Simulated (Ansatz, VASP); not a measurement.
## SrTiO3 in VASP and in Ansatz

```
Sr Ti O
1.0
     3.93626    0.00000    0.00000
     0.00000    3.93626    0.00000
     0.00000    0.00000    3.93626
Sr Ti O
1 1 3
Cartesian
  1.9681 1.9681 1.9681
  0.0000 0.0000 0.0000
  1.9681 0.0000 0.0000
  0.0000 1.9681 0.0000
  0.0000 0.0000 1.9681
```

Alike in both runs: functional PBE; k mesh 8 × 8 × 8; occupations gaussian, width 0.02 eV; no spin polarisation.

Ansatz relaxed the structure, and its values are those at the end. VASP's run is a single point on that final structure, the one shown.

|  | VASP | Ansatz |
| --- | --- | --- |
| version | VASP 6.6.1 | Ansatz 0.2.0 |
| potentials or method | VASP PAW PBE potentials, release 64 (Sr_sv, Ti_sv, O), cutoff 520 eV | scalar-relativistic, plane waves, PAW |
| valence electrons in the cell | 40 | 40 |

```csv
,VASP,Ansatz,Ansatz less VASP
gap on the k mesh at the Fermi level (eV),1.81,1.84,+0.031
least direct gap on the mesh (eV),2.18,2.20,+0.021
pressure (GPa),0.7,0.0,-0.64
```
